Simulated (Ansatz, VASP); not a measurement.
PtSe2: VASP beside Ansatz

The input INCAR:

```
SYSTEM = PtSe2
ALGO = Normal
EDIFF = 1E-7
ENCUT = 520
GGA = PE
ISIF = 2
ISMEAR = 0
LASPH = .TRUE.
LCHARG = .FALSE.
LREAL = .FALSE.
LWAVE = .FALSE.
NBANDS = 18
NELM = 60
PREC = Accurate
SIGMA = 0.15
```

Contents of KPOINTS:

```
k-points
0
G
  12 12 10
  0 0 0
```

File POSCAR:

```
PtSe2
1.0
    3.6122805865      0.0000000000      0.0000000000
   -1.8061402932      3.1283267535      0.0000000000
    0.0000000000      0.0000000000      4.9860700000
Pt Se
1 2
Direct
    0.0000000000      0.0000000000      0.0000000000
    0.3333333333      0.6666666667      0.2500000000
    0.6666666667      0.3333333333      0.7500000000
```

Input for Ansatz:

```yaml
crystal:
  lattice:
    - [3.6122805865, 0.0, 0.0]
    - [-1.8061402932, 3.1283267535, 0.0]
    - [0.0, 0.0, 4.98607]
  atoms:
    - { symbol: Pt, position: [0.0, 0.0, 0.0] }
    - { symbol: Se, position: [0.3333333333, 0.6666666667, 0.25] }
    - { symbol: Se, position: [0.6666666667, 0.3333333333, 0.75] }
basis:
  ecutwfc: 420
kpoints:
  mp_grid: { grid: [12, 12, 10] }
hamiltonian:
  xc: pbe
scf:
  occupations: { method: gaussian, width: 0.15 }
output:
  forces: true
  stress: true
  eigenvalues: true
```

Change from the starting cell: strain -0.030 along x and y, -0.015 along z, atoms carried along.

Alike in both runs: task single point; functional PBE; k mesh 12 × 12 × 10; occupations gaussian, width 0.15 eV; no spin polarisation.

```csv
,VASP,Ansatz
version,VASP 6.6.1,Ansatz 0.2.0
potentials or method,"VASP PAW PBE potentials, release 64 (Pt, Se), cutoff 520 eV","scalar-relativistic, plane waves, PAW"
valence electrons in the cell,22,50
```

|  | VASP | Ansatz | Ansatz less VASP |
| --- | --- | --- | --- |
| gap on the k mesh at the Fermi level (eV) | none | none | - |
| pressure (GPa) | 21.3 | 21.2 | -0.07 |
| traceless stress, the component that is largest in VASP (GPa) | -5.05 | -5.02 | +0.029 |
| rms of the force components (eV/Å) | 0.790 | 0.784 | -0.0064 |

Atom by atom the forces differ by 0.006 eV/Å (rms over components). A gap of «none» marks a metal or a gap that the smearing closes. VASP's potentials hold 22 valence electrons a cell and Ansatz's 50, so a difference there can come from the potentials and not from the codes.

Spin-orbit coupling is off throughout.
